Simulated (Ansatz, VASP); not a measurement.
## Two plane-wave programs on HfSiO4

```
CELL_PARAMETERS angstrom
3.28569 0.00000 0.00000
0.00000 3.28569 0.00000
0.00000 0.00000 5.70050
ATOMIC_POSITIONS crystal
Hf 0.50000 0.50000 0.50000
Si 0.00000 0.00000 0.00000
O 0.50000 0.00000 0.67637
O 0.00000 0.50000 0.87796
O 0.00000 0.50000 0.32363
O 0.50000 0.00000 0.12204
```

Alike in both runs: task single point; functional PBE; k mesh 8 × 8 × 4; occupations fermi-dirac, width 0.02 eV; no spin polarisation.

|  | VASP | Ansatz |
| --- | --- | --- |
| version | VASP 6.6.1 | Ansatz 0.2.0 |
| potentials or method | VASP PAW PBE potentials, release 64 (Hf_pv, Si, O) | plane waves, PAW |
| plane-wave cutoff (eV) | 520 | 420 |
| valence electrons in the cell | 38 | 54 |

VASP gave:

| Item | Value |
| --- | --- |
| gap on the k mesh at the Fermi level (eV) | 2.49 |
| pressure (GPa) | 5.6 |
| traceless stress, the component that is largest in VASP (GPa) | -1.55 |
| rms of the force components (eV/Å) | 0.107 |

Q: Estimate Ansatz's values.

A: gap on the k mesh at the Fermi level (eV): 2.49; pressure (GPa): 6.7; traceless stress, the component that is largest in VASP (GPa): -1.10; rms of the force components (eV/Å): 0.124.

Atom by atom the forces differ by 0.048 eV/Å (rms over components). With one functional, cell and mesh, what is left measures potentials, basis and numerics. VASP's potentials hold 38 valence electrons a cell and Ansatz's 54, so a difference there can come from the potentials and not from the codes.

Neither program's run includes spin-orbit coupling.
